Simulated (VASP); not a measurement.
# C (Fd-3m) in VASP: notebook

Aim: see how the results for C move with the level of theory and the settings. Levels: BLYP+D3(BJ), PBE+D3(BJ), RPBE. Tasks: single point.

Program: VASP 6.6.1. These are calculated values, not measurements. Logs are shortened: lines on timing, memory, paths and dates and some standing lists are left out, and cuts for length are marked.

## 1. The cell of the first run

It takes space group Fd-3m (No. 227, cubic). Conventional cell: a = 3.590 Å, b = 3.590 Å, c = 3.590 Å, α = 90.00°, β = 90.00°, γ = 90.00°. Within 2.1 Å of C (site symmetry -43m) lie 4 C at 1.55 Å.

## 2. Single point, BLYP+D3(BJ)

INCAR reads:

```
SYSTEM = C
AGGAC    = 1.0          
AGGAX    = 1.0          
ALDAC    = 0.0          
ALDAX    = 1.0          
ALGO     = Normal         ! electronic algorithm
EDIFF    = 1E-6           ! SCF threshold, eV
ENCUT    = 520            ! plane-wave cutoff, eV
GGA      = B5             ! functional
ISIF     = 2              ! what is computed and relaxed
ISMEAR   = -1             ! smearing method
IVDW     = 12             ! dispersion correction
LASPH    = .TRUE.         ! aspherical terms in the spheres
LCHARG   = .TRUE.         ! write CHGCAR
LELF     = .TRUE.         ! ELF
LREAL    = .FALSE.        ! projectors in reciprocal space
LVHAR    = .TRUE.       
LWAVE    = .FALSE.        ! write WAVECAR
NBANDS   = 11             ! bands
NELM     = 100            ! most SCF steps
PREC     = Accurate       ! precision mode
SIGMA    = 0.05           ! smearing width, eV
VDW_A1   = 0.4298       
VDW_A2   = 4.2359       
VDW_S6   = 1.0          
VDW_S8   = 2.6996
```

KPOINTS reads:

```
k-points
0
G
  13 13 13
  0 0 0
```

POSCAR reads:

```
C
1.0
    0.0000000000      1.7951807415      1.7951807415
    1.7951807415      0.0000000000      1.7951807415
    1.7951807415      1.7951807415      0.0000000000
C
2
Direct
    0.7500000000      0.7500000000      0.7500000000
    0.5000000000      0.5000000000      0.5000000000
```

Potentials or basis: VASP PAW PBE potentials, release 64 (C).

Started as:

```console
cat potpaw_PBE.64/C/POTCAR > POTCAR
mpirun -np 1 vasp_std > vasp.out
```

OUTCAR:

```text
SYSTEM = C
   EDIFF = 1E-6
   ENCUT = 520
   GGA = B5
   ISIF = 2
   ISMEAR = -1
   IVDW = 12
   LASPH = .TRUE.
   LREAL = .FALSE.
   NELM = 100
   PREC = Accurate
 IVDW          = 12

 ion  position               nearest neighbor table
   1  0.750  0.750  0.750-   2 1.55   2 1.55   2 1.55   2 1.55
   2  0.500  0.500  0.500-   1 1.55   1 1.55   1 1.55   1 1.55

  LATTYP: Found a face centered cubic cell.
 ALAT       =     3.5903614830

  Lattice vectors:

 A1 = (   0.0000000000,   1.7951807415,   1.7951807415)
 A2 = (   1.7951807415,   0.0000000000,   1.7951807415)
 A3 = (   1.7951807415,   1.7951807415,   0.0000000000)

Analysis of symmetry for initial positions (statically):
=====================================================================
 Subroutine PRICEL returns:
 Original cell was already a primitive cell.

 Routine SETGRP: Setting up the symmetry group for a
 face centered cubic supercell.

 Subroutine GETGRP returns: Found 48 space group operations
 (whereof 24 operations were pure point group operations)
 out of a pool of 48 trial point group operations.

The static configuration has the point symmetry T_d .
 The point group associated with its full space group is O_h .

Analysis of symmetry for dynamics (positions and initial velocities):
=====================================================================
 Subroutine PRICEL returns:
 Original cell was already a primitive cell.

 Routine SETGRP: Setting up the symmetry group for a
 face centered cubic supercell.

 Subroutine GETGRP returns: Found 48 space group operations
 (whereof 24 operations were pure point group operations)
 out of a pool of 48 trial point group operations.

The dynamic configuration has the point symmetry T_d .
 The point group associated with its full space group is O_h .

 Subroutine INISYM returns: Found 48 space group operations
 (whereof 24 operations are pure point group operations),
 and found     1 'primitive' translations

----------------------------------------------------------------------------------------

                                     Primitive cell

  volume of cell :      11.5706

  direct lattice vectors                    reciprocal lattice vectors
     0.000000000  1.795180742  1.795180742    -0.278523487  0.278523487  0.278523487
     1.795180742  0.000000000  1.795180742     0.278523487 -0.278523487  0.278523487
     1.795180742  1.795180742  0.000000000     0.278523487  0.278523487 -0.278523487

  length of vectors
     2.538768952  2.538768952  2.538768952     0.482416831  0.482416831  0.482416831

  position of ions in fractional coordinates (direct lattice)
     0.750000000  0.750000000  0.750000000
     0.500000000  0.500000000  0.500000000

  ion indices of the primitive-cell ions
   primitive index   ion index
                 1           1
                 2           2

----------------------------------------------------------------------------------------

 KPOINTS: k-points

Automatic generation of k-mesh.
 Grid dimensions read from file:
 generate k-points for:   13   13   13

 Generating k-lattice:

  Cartesian coordinates                     Fractional coordinates (reciprocal lattice)
    -0.021424884  0.021424884  0.021424884     0.076923077  0.000000000  0.000000000
     0.021424884 -0.021424884  0.021424884     0.000000000  0.076923077  0.000000000
     0.021424884  0.021424884 -0.021424884     0.000000000  0.000000000  0.076923077

  Length of vectors
     0.037108987  0.037108987  0.037108987

  Shift w.r.t. Gamma in fractional coordinates (k-lattice)
     0.000000000  0.000000000  0.000000000

 Subroutine IBZKPT returns following result:
 ===========================================

 Found     84 irreducible k-points:

 Following reciprocal coordinates:
            Coordinates               Weight
  0.000000  0.000000  0.000000      1.000000
  0.076923  0.000000  0.000000      8.000000
  0.153846  0.000000  0.000000      8.000000
  0.230769  0.000000  0.000000      8.000000
  0.307692  0.000000  0.000000      8.000000
  0.384615  0.000000  0.000000      8.000000
[... 16 lines left out ...]
  0.384615  0.153846  0.000000     24.000000
  0.461538  0.153846  0.000000     24.000000
 [... further k-points ...]
   k-points           NKPTS =     84   k-points in BZ     NKDIM =     84   number of bands    NBANDS=     11
   number of dos      NEDOS =    301   number of ions     NIONS =      2
   total plane-waves  NPLWV =   8000
   dimension x,y,z NGX =    20 NGY =   20 NGZ =   20
   dimension x,y,z NGXF=    40 NGYF=   40 NGZF=   40
   ions per type =               2
   NGX,Y,Z   is equivalent  to a cutoff of  13.10, 13.10, 13.10 a.u.
   NGXF,Y,Z  is equivalent  to a cutoff of  26.19, 26.19, 26.19 a.u.
 SYSTEM =  C
   PREC   = accura    normal or accurate (medium, high low for compatibility)
   ISTART =      0    job   : 0-new  1-cont  2-samecut
   ICHARG =      2    charge: 1-file 2-atom 10-const
   ISPIN  =      1    spin polarized calculation?
   LNONCOLLINEAR =      F non collinear calculations
   LSORBIT =      F    spin-orbit coupling
   LASPH  =      T    aspherical Exc in radial PAW
   ENCUT  =  520.0 eV  38.22 Ry    6.18 a.u.   4.72  4.72  4.72*2*pi/ulx,y,z
   NELM   =    100;   NELMIN=  2; NELMDL= -5     # of ELM steps
   EDIFF  = 0.1E-05   stopping-criterion for ELM
   LREAL  =      F    real-space projection
   EDIFFG = 0.1E-04   stopping-criterion for IOM
   NSW    =      0    number of steps for IOM
   IBRION =     -1    ionic relax: 0-MD 1-quasi-New 2-CG
   NFREE  =      0    steps in history (QN), initial steepest desc. (CG)
   ISIF   =      2    stress and relaxation
   ISYM   =      2    0-nonsym 1-usesym 2-fastsym
   POTIM  = 0.5000    time-step for ionic-motion
   TEBEG  =    0.0;   TEEND  =   0.0 temperature during run
   PSTRESS=    0.0 pullay stress
   NELECT =       8.0000    total number of electrons
   NUPDOWN=      -1.0000    fix difference up-down
   EMIN   =  10.00;   EMAX   =-10.00  energy-range for DOS
   EFERMI =   0.00;   METHOD = LEGACY
   ISMEAR =    -1;   SIGMA  =   0.05  broadening in eV -4-tet -1-fermi 0-gaus
   EFERMI_NEDOS =   21; number of points for ismear=-14 and -15
   IALGO  =     38    algorithm
   IMIX   =      4    mixing-type and parameters
     AMIX     =   0.40;   BMIX     =  1.00
     AMIX_MAG =   1.60;   BMIX_MAG =  1.00
  volume/ion in A,a.u.               =       5.79        39.04
  Fermi-wavevector in a.u.,A,eV,Ry     =   1.447616  2.735597 28.512253  2.095592
  Thomas-Fermi vector in A             =   2.565550
   LORBIT       =      0    0 simple, 1 ext, 2 COOP (PROOUT), +10 PAW based schemes
   GGA     = B5    functional components
   LHFCALC =     F    Hartree Fock is set to
   AEXX    =    0.0000 exact exchange contribution
   IVDW    =    12    specifies the selected vdW correction
   LEPSILON=     F    determine dielectric tensor
   LRPA    =     F    only Hartree local field effects (RPA)
 non-spin polarized calculation
  energy-cutoff  :      520.00
  volume of cell :       11.57
 maximum number of plane-waves:       331
   NGX =  9   NGY =  9   NGZ =  9

 number of electron       8.0000000 magnetization

 Free energy of the ion-electron system (eV)
  ---------------------------------------------------
  ext. energy  EPLUGINS =         0.00000000
  ---------------------------------------------------
  free energy    TOTEN  =       -16.72889741 eV

  energy without entropy =      -16.72889741  energy(sigma->0) =      -16.72889741

 E-fermi :  10.6630     XC(G=0): -12.4493

 val. band max:        9.7297457334   @ k =   0.0000   0.0000   0.0000
 cond. band min:      14.1509009813   @ k =   0.3846   0.3846   0.0000
 fundamental gap:      4.4211552479
 Fermi energy:        10.6629796541

 k-point     1 :       0.0000    0.0000    0.0000
  band No.  band energies     occupation
      1     -11.2020      2.00000
      2       9.7297      2.00000
      3       9.7297      2.00000
      4       9.7297      2.00000
      5      15.4143      0.00000
      6      15.4143      0.00000
      7      15.4143      0.00000
      8      22.7096      0.00000
      9      29.2808      0.00000
     10      36.4366      0.00000
     11      36.4366      0.00000

 k-point     2 :       0.0769    0.0000    0.0000
  band No.  band energies     occupation
      1     -11.0416      2.00000
      2       8.7193      2.00000
      3       9.4672      2.00000
      4       9.4672      2.00000
      5      15.7607      0.00000
      6      15.7607      0.00000
      7      16.0041      0.00000
      8      22.8581      0.00000
      9      29.5375      0.00000
     10      34.5725      0.00000
     11      34.5725      0.00000

 k-point     3 :       0.1538    0.0000    0.0000
  band No.  band energies     occupation
      1     -10.5622      2.00000
      2       6.5385      2.00000
      3       8.8680      2.00000
      4       8.8680      2.00000
      5      16.5558      0.00000
      6      16.5558      0.00000
      7      16.9801      0.00000
      8      23.2958      0.00000
      9      30.1080      0.00000
     10      33.0194      0.00000
     11      33.0194      0.00000
[... 267 lines left out ...]
 k-point    23 :       0.3846    0.1538    0.0000
  band No.  band energies     occupation
      1      -7.7085      2.00000
      2       1.0341      2.00000
      3       6.0299      2.00000
      4       6.1288      2.00000
      5      16.5298      0.00000
      6      20.3193      0.00000
      7      20.3805      0.00000
      8      22.4694      0.00000
      9      30.9562      0.00000
     10      31.5412      0.00000
     11      36.8125      0.00000

 k-point    24 :       0.4615    0.1538    0.0000
  band No.  band energies     occupation
      1      -6.3189      2.00000
      2      -1.1348      2.00000
      3       5.4601      2.00000
      4       5.9867      2.00000
      5      16.9843      0.00000
      6      20.2886      0.00000
      7      20.4853      0.00000
      8      23.6524      0.00000
      9      30.3567      0.00000
     10      32.7986      0.00000
     11      36.8299      0.00000

 [... further k-points ...]

------------------------ aborting loop because EDIFF is reached ----------------------------------------

 Edisp (eV)   -0.72365

 E8    (eV) :    -0.4315

  FORCE on cell =-STRESS in cart. coord.  units (eV):
  Direction    XX          YY          ZZ          XY          YZ          ZX
  --------------------------------------------------------------------------------------
  -------------------------------------------------------------------------------------
  Total      -0.48472    -0.48472    -0.48472    -0.00000     0.00000     0.00000
  in kB     -67.11896   -67.11896   -67.11896    -0.00000     0.00000     0.00000
  external pressure =      -67.12 kB  Pullay stress =        0.00 kB

 VOLUME and BASIS-vectors are now :
 -----------------------------------------------------------------------------
  energy-cutoff  :      520.00
  volume of cell :       11.57
      direct lattice vectors                 reciprocal lattice vectors
     0.000000000  1.795180742  1.795180742    -0.278523487  0.278523487  0.278523487
     1.795180742  0.000000000  1.795180742     0.278523487 -0.278523487  0.278523487
     1.795180742  1.795180742  0.000000000     0.278523487  0.278523487 -0.278523487

 POSITION                                       TOTAL-FORCE (eV/Angst)
 -----------------------------------------------------------------------------------
      2.69277      2.69277      2.69277         0.000000      0.000000      0.000000
      1.79518      1.79518      1.79518        -0.000000     -0.000000     -0.000000
 -----------------------------------------------------------------------------------
    total drift:                                0.000000      0.000000      0.000000

  FREE ENERGIE OF THE ION-ELECTRON SYSTEM (eV)
  ---------------------------------------------------
  free  energy   TOTEN  =       -17.4525515054 eV

  energy  without entropy=      -17.4525515054  energy(sigma->0) =      -17.45255151
```

Wall time 6 s (1 thread of Intel Xeon 6975P-C (Granite Rapids), shared host); peak memory 0.13 GiB.

Results:

| Item | Value |
| --- | --- |
| Free energy | -17.4526 eV |
| Pressure | -6.7 GPa |
| Band gap on the k mesh | 4.42 eV, indirect (least direct gap 5.68 eV) |
| Dispersion energy per atom | -0.362 eV |

Levels at points of the mesh, in eV from the valence-band top:
```
           k point  band 2  band 3  band 4  band 5  band 6  band 7
(0.00, 0.00, 0.00)    0.00    0.00    0.00    5.68    5.68    5.68
```

Caveat: the PAW data sets were made with another functional, which shifts forces and pressure a little.

## 3. Single point, PBE+D3(BJ)

This run uses another cell than the first one, of 5.33 Å³/atom, 0.922 times its volume.

INCAR reads:

```
SYSTEM = C
PREC = Accurate
ENCUT = 520
EDIFF = 1E-6
ISMEAR = -1
SIGMA = 0.05
LREAL = .FALSE.
LASPH = .TRUE.
NELM = 60
ALGO = Normal
ISIF = 2
LWAVE = .FALSE.
LCHARG = .FALSE.
GGA = PE
IVDW = 12
NBANDS = 11
```

KPOINTS reads:

```
regular mesh
0
G
  13 13 13
  0 0 0
```

POSCAR reads:

```
C
1.0
    0.0000000000      1.7469644787      1.7469644787
    1.7469644787      0.0000000000      1.7469644787
    1.7469644787      1.7469644787      0.0000000000
C
2
Direct
    0.7500000000      0.7500000000      0.7500000000
    0.5000000000      0.5000000000      0.5000000000
```

Potentials or basis: VASP PAW PBE potentials, release 64 (C).

Started as:

```console
cat potpaw_PBE.64/C/POTCAR > POTCAR
mpirun -np 1 vasp_std > vasp.out
```

Run time: 5.6 s. Hardware: 1 thread of AMD EPYC 9R45 (Zen 5), shared host; peak memory 0.1 GiB.

Results (log left out):

* Free energy: -18.5186 eV
* Pressure: 27.1 GPa
* Band gap on the k mesh: 4.28 eV, indirect (least direct gap 5.76 eV)
* Dispersion energy per atom: -0.203 eV

Levels at points of the mesh, in eV from the valence-band top:
| k point | band 2 | band 3 | band 4 | band 5 | band 6 | band 7 |
| --- | --- | --- | --- | --- | --- | --- |
| (0.00, 0.00, 0.00) | 0.00 | 0.00 | 0.00 | 5.76 | 5.76 | 5.76 |

(Continued in part 2 of 2.)
